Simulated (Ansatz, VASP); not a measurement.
One calculation of B3Rh, two programs

File INCAR:

```
SYSTEM = B3Rh
PREC     = Accurate       ! precision mode
ENCUT    = 600            ! plane-wave cutoff, eV
EDIFF    = 1E-6           ! SCF threshold, eV
ISMEAR   = 0              ! smearing method
SIGMA    = 0.1            ! smearing width, eV
LREAL    = .FALSE.        ! projectors in reciprocal space
LASPH    = .TRUE.         ! aspherical terms in the spheres
NELM     = 100            ! most SCF steps
ALGO     = Normal         ! electronic algorithm
ISIF     = 3              ! what is computed and relaxed
LWAVE    = .FALSE.        ! write WAVECAR
LCHARG   = .FALSE.        ! write CHGCAR
GGA      = PE             ! functional
IBRION   = 2              ! ionic algorithm
NSW      = 90             ! ionic steps
EDIFFG   = -0.04          ! ionic threshold
```

The input KPOINTS:

```
regular mesh
0
G
  6 6 6
  0 0 0
```

Contents of POSCAR:

```
B3Rh
1.0
    3.5097570400      0.0000000000      0.0000000000
    0.0000000000      3.5097570400      0.0000000000
    0.0000000000      0.0000000000      3.5097570400
B Rh
3 1
Direct
    0.0000000000      0.5000000000      0.5000000000
    0.5000000000      0.0000000000      0.5000000000
    0.5000000000      0.5000000000      0.0000000000
    0.5000000000      0.5000000000      0.5000000000
```

Input for Ansatz:

```yaml
crystal:
  lattice:
    - [3.50975704, 0.0, 0.0]
    - [0.0, 3.50975704, 0.0]
    - [0.0, 0.0, 3.50975704]
  atoms:
    - { symbol: B, position: [0.0, 0.5, 0.5] }
    - { symbol: B, position: [0.5, 0.0, 0.5] }
    - { symbol: B, position: [0.5, 0.5, 0.0] }
    - { symbol: Rh, position: [0.5, 0.5, 0.5] }
basis:
  ecutwfc: 420
kpoints:
  mp_grid: { grid: [6, 6, 6] }
hamiltonian:
  xc: pbe
scf:
  occupations: { method: gaussian, width: 0.1 }
  lower_state_search: "off"
output:
  forces: true
  stress: true
  eigenvalues: true
relax:
  adjacent_minimum: "off"
  f_tol: 0.04
  max_steps: 70
  cell: { stress_tol: 0.4 }
```

Alike in both runs: task relaxation of cell and atoms; functional PBE; k mesh 6 × 6 × 6; occupations gaussian, width 0.1 eV; no spin polarisation.

|  | VASP | Ansatz |
| --- | --- | --- |
| version | VASP 6.6.1 | Ansatz 0.2.0 |
| potentials or method | VASP PAW PBE potentials, release 64 (B, Rh_pv), cutoff 600 eV | scalar-relativistic, plane waves, PAW |
| valence electrons in the cell | 24 | 26 |

|  | VASP | Ansatz | Ansatz less VASP |
| --- | --- | --- | --- |
| gap on the k mesh at the Fermi level, each at its own relaxed structure (eV) | 0.79 | 0.79 | -0.003 |
| relaxed volume (Å³/atom) | 16.36 | 16.33 | -0.032 |
| relaxed cell length with the largest relative difference (Å) | 4.030 | 4.027 | -0.0026 |

VASP's potentials hold 24 valence electrons a cell and Ansatz's 26, so a difference there can come from the potentials and not from the codes.

Noted on VASP's run: the volume moved by over 15 % at a fixed basis, so the end points are rough.
